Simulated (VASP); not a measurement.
Set up this calculation in VASP 6.6.1, as the native input.

```yaml
Task: single point
Functional: r2SCAN
Potentials_or_basis: VASP PAW PBE potentials, release 64 (Ti_sv, Si)
Cutoff: 520 eV
k_mesh: 6 × 6 × 6
Occupations: fermi-dirac, width 0.1 eV
Spin: no spin polarisation
Dipole_correction: no
Further_INCAR_settings: ALGO = Normal; EDIFF = 1e-06; NBANDS = 29
```

TiSi2:

```
Ti Si
1.0
     0.00000    4.12373    4.25213
     2.39248    0.00000    4.25213
     2.39248    4.12373    0.00000
Ti Si
2 4
Direct
  0.75000 0.75000 0.75000
  0.50000 0.50000 0.50000
  0.08683 0.41317 0.08683
  0.41317 0.08683 0.41317
  0.16317 0.83683 0.16317
  0.83683 0.16317 0.83683
```

These files were run (other wordings do the same):

POSCAR

```
TiSi2
1.0
    0.0000000000      4.1237338683      4.2521293204
    2.3924795427      0.0000000000      4.2521293204
    2.3924795427      4.1237338683      0.0000000000
Ti Si
2 4
Direct
    0.7500000000      0.7500000000      0.7500000000
    0.5000000000      0.5000000000      0.5000000000
    0.0868287664      0.4131712336      0.0868287664
    0.4131712336      0.0868287664      0.4131712336
    0.1631712336      0.8368287664      0.1631712336
    0.8368287664      0.1631712336      0.8368287664
```

INCAR.step1

```
PREC = Accurate
ENCUT = 520
ISMEAR = -1
SIGMA = 0.1
LREAL = False
LASPH = True
NELM = 100
NBANDS = 29
GGA = PE
ALGO = Normal
EDIFF = 1E-4
LWAVE = True
LCHARG = False
```

INCAR.step2

```
PREC = Accurate
ENCUT = 520
EDIFF = 1E-6
ISMEAR = -1
SIGMA = 0.1
LREAL = False
LASPH = True
NELM = 100
ALGO = Normal
ISIF = 2
LWAVE = False
LCHARG = True
METAGGA = R2SCAN
LMIXTAU = True
LELF = True
LVHAR = True
NBANDS = 29
ISTART = 1
```

KPOINTS

```
regular mesh
0
Gamma
  6 6 6
```

Potentials or basis: VASP PAW PBE potentials, release 64 (Ti_sv, Si).

The run is started by

```bash
$ cat potpaw_PBE.64/Ti_sv/POTCAR potpaw_PBE.64/Si/POTCAR > POTCAR
$ cp INCAR.step1 INCAR
$ mpirun -np 1 vasp_std > vasp.out
$ cp INCAR.step2 INCAR
$ mpirun -np 1 vasp_std > vasp.out
```

It gave:

```
Pressure               : 0.2 GPa
Largest force          : 0.006 eV/Å
Band gap on the k mesh : zero (bands 20 and 21 overlap by 1.88 eV)
```

Caveat: the PAW data sets were made with another functional, which shifts forces and pressure a little.

It took 3.1 min on 1 thread of Intel(R) Xeon(R) 6975P-C (Granite Rapids), with other jobs on the host, peak memory 0.31 GiB.
